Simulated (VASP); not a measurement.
Input of a VASP 6.6.1 run:

INCAR

```
SYSTEM = InSb3
ALGO = Normal
EDIFF = 1E-6
ENCUT = 500
GGA = CA
GGA_COMPAT = .FALSE.
ISIF = 2
ISMEAR = -1
LASPH = .TRUE.
LCHARG = .FALSE.
LREAL = .FALSE.
LWAVE = .FALSE.
NBANDS = 22
NELM = 120
PREC = Accurate
SIGMA = 0.1
```

KPOINTS

```
k-points
0
G
  4 4 4
  0 0 0
```

Contents of POSCAR:

```
InSb3
1.0
    0.0000000000      3.7945550000      3.7945550000
    3.7945550000      0.0000000000      3.7945550000
    3.7945550000      3.7945550000      0.0000000000
In Sb
1 3
Direct
    0.0000000000      0.0000000000      0.0000000000
    0.2500000000      0.2500000000      0.2500000000
    0.7434116122      0.7565883878      0.7434116122
    0.5000000000      0.5000000000      0.5000000000
```

Potentials or basis: VASP PAW LDA potentials, release 64 (In_d, Sb).

Launch:

```console
$ cat potpaw_LDA.64/In_d/POTCAR potpaw_LDA.64/Sb/POTCAR > POTCAR
$ mpirun -np 1 vasp_std > vasp.out
```

(1) Estimate the band gap on the k mesh.

(2) Predict the pressure.

Results:

(1) zero (band 14 reaches 8.95 eV, above the bottom of band 15 at 5.53 eV).

(2) -5.1 GPa.

Caveat: spin-orbit coupling is left out, which moves the levels of the heavy elements.
